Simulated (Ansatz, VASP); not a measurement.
# One calculation of Ti2RuC3, two programs

File INCAR:

```
SYSTEM = Ti2RuC3
  PREC = Accurate
  ENCUT = 600
  EDIFF = 1E-6
  ISMEAR = 0
  SIGMA = 0.2
  LREAL = .FALSE.
  LASPH = .TRUE.
  NELM = 80
  ALGO = Normal
  ISIF = 3
  LWAVE = .FALSE.
  LCHARG = .FALSE.
  GGA = PE
  IBRION = 2
  NSW = 36
  EDIFFG = -0.08
```

The input KPOINTS:

```
regular mesh
0
G
  7 7 7
  0 0 0
```

Contents of POSCAR:

```
Ti2RuC3
1.0
   -1.5927617900      1.5927617900      6.8114893300
    1.5927617900     -1.5927617900      6.8114893300
    1.5927617900      1.5927617900     -6.8114893300
Ti Ru C
2 1 3
Direct
    0.6650000000      0.6650000000      0.0000000000
    0.3350000000      0.3350000000      0.0000000000
    0.0000000000      0.0000000000      0.0000000000
    0.8400000000      0.8400000000      0.0000000000
    0.1600000000      0.1600000000      0.0000000000
    0.5000000000      0.5000000000      0.0000000000
```

Input for Ansatz:

```yaml
crystal:
  lattice:
    - [-1.59276179, 1.59276179, 6.81148933]
    - [1.59276179, -1.59276179, 6.81148933]
    - [1.59276179, 1.59276179, -6.81148933]
  atoms:
    - { symbol: Ti, position: [0.665, 0.665, 0.0] }
    - { symbol: Ti, position: [0.335, 0.335, 0.0] }
    - { symbol: Ru, position: [0.0, 0.0, 0.0] }
    - { symbol: C, position: [0.84, 0.84, 0.0] }
    - { symbol: C, position: [0.16, 0.16, 0.0] }
    - { symbol: C, position: [0.5, 0.5, 0.0] }
basis:
  ecutwfc: 420
kpoints:
  mp_grid: { grid: [7, 7, 7] }
hamiltonian:
  xc: pbe
scf:
  occupations: { method: gaussian, width: 0.2 }
  lower_state_search: "off"
output:
  forces: true
  stress: true
  eigenvalues: true
relax:
  adjacent_minimum: "off"
  f_tol: 0.08
  max_steps: 16
  cell: { stress_tol: 0.8 }
```

Alike in both runs: task relaxation of cell and atoms; functional PBE; k mesh 7 × 7 × 7; occupations gaussian, width 0.2 eV; no spin polarisation.

```csv
,VASP,Ansatz
version,VASP 6.6.1,Ansatz 0.2.0
potentials or method,"VASP PAW PBE potentials, release 64 (Ti_sv, Ru_pv, C), cutoff 600 eV","scalar-relativistic, plane waves, PAW"
valence electrons in the cell,50,52
```

```csv
,VASP,Ansatz,Ansatz less VASP
"gap on the k mesh at the Fermi level, each at its own relaxed structure (eV)",none,none,-
relaxed volume (Å³/atom),10.05,10.03,-0.015
relaxed length of the cell vector where the two differ most in proportion (Å),6.810,6.803,-0.0063
```

A gap of «none» marks a metal or a gap that the smearing closes. VASP's potentials hold 50 valence electrons a cell and Ansatz's 52, so a difference there can come from the potentials and not from the codes.

The k mesh is coarse, so the values compare programs but aren't converged.
